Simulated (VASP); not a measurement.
A run of VASP 6.6.1:

INCAR

```
SYSTEM = CaB15N16
ALGO = Normal ; EDIFF = 1E-6
ENCUT = 520 ; GGA = PE
GGA_COMPAT = .FALSE. ; ISIF = 2
ISMEAR = 0 ; ISYM = -1
LASPH = .TRUE. ; LCHARG = .FALSE.
LREAL = Auto ; LWAVE = .FALSE.
NBANDS = 90 ; NELECT = 134.0
NELM = 120 ; PREC = Accurate
SIGMA = 0.01
```

KPOINTS

```
explicit points
1
Reciprocal
  0.25000000   0.25000000   0.25000000 1
```

POSCAR

```
CaB15N16
1.0
   -3.6241103800      3.6241103800     -3.6241103800
    3.6241103800      3.6241103800      3.6241103800
    3.6241103800     -3.6241103800     -3.6241103800
B Ca N
15 1 16
Direct
   -0.0117506330     -0.0089258129     -0.0031318619
   -0.0119779456      0.2500917803      0.7563599609
    0.0047763955      0.5085412124      0.4978504125
   -0.0122131980      0.7433966196      0.2384445817
    0.2398013349     -0.0078305166      0.7576820661
    0.2466873877      0.5082420421      0.2559228050
    0.2499532312      0.7498135489      0.0008211757
    0.5067042954     -0.0082764315      0.4904977681
    0.5051879479      0.2495162467      0.2385631645
    0.4977293797      0.5078933090      0.0156081148
    0.4939814459      0.7562030692      0.7450304294
    0.7466198899     -0.0086606957      0.2390776439
    0.7419273925      0.2498054147     -0.0071979302
    0.7644591648      0.5074203057      0.7482639261
    0.7498863568      0.7497938761      0.5007467584
    0.2963704775      0.2497521916      0.5472112795
   -0.0416001877     -0.0416817294      0.2086002886
   -0.0068712267      0.2497019650      0.0105879992
    0.0091241948      0.5038819872      0.7532249292
   -0.0061799135      0.7532556602      0.4982605794
    0.2482816073     -0.0042858778      0.0058761578
    0.2332885406      0.2504816542      0.8248344696
    0.2492512108      0.5412585973      0.5007244374
    0.2474868173      0.7527921635      0.2446604587
    0.4974032650      0.0105632157      0.7480740366
    0.5733321539      0.2491155919      0.4834666531
    0.5021977960      0.5035751106      0.2601900621
    0.4908144246      0.7468235670     -0.0046475886
    0.7555968487     -0.0039629811      0.4992834352
    0.7598412894      0.2498979135      0.2441029371
    0.7364635065      0.4890498764     -0.0124959933
    0.7439392837      0.7463367666      0.7412045089
```

Potentials or basis: VASP PAW PBE potentials, release 64 (B, Ca_sv, N).

The run is started by

```bash
$ cat potpaw_PBE.64/B/POTCAR potpaw_PBE.64/Ca_sv/POTCAR potpaw_PBE.64/N/POTCAR > POTCAR
$ mpirun -np 1 vasp_std > vasp.out
```

Hardware: 1 thread of Intel(R) Xeon(R) 6975P-C (Granite Rapids), on a shared host.

Estimate the wall time of this run.

It took 37 s on 1 thread of Intel(R) Xeon(R) 6975P-C (Granite Rapids) (shared host), peak memory 0.32 GiB. Counts: scf iterations 17, k points 1.
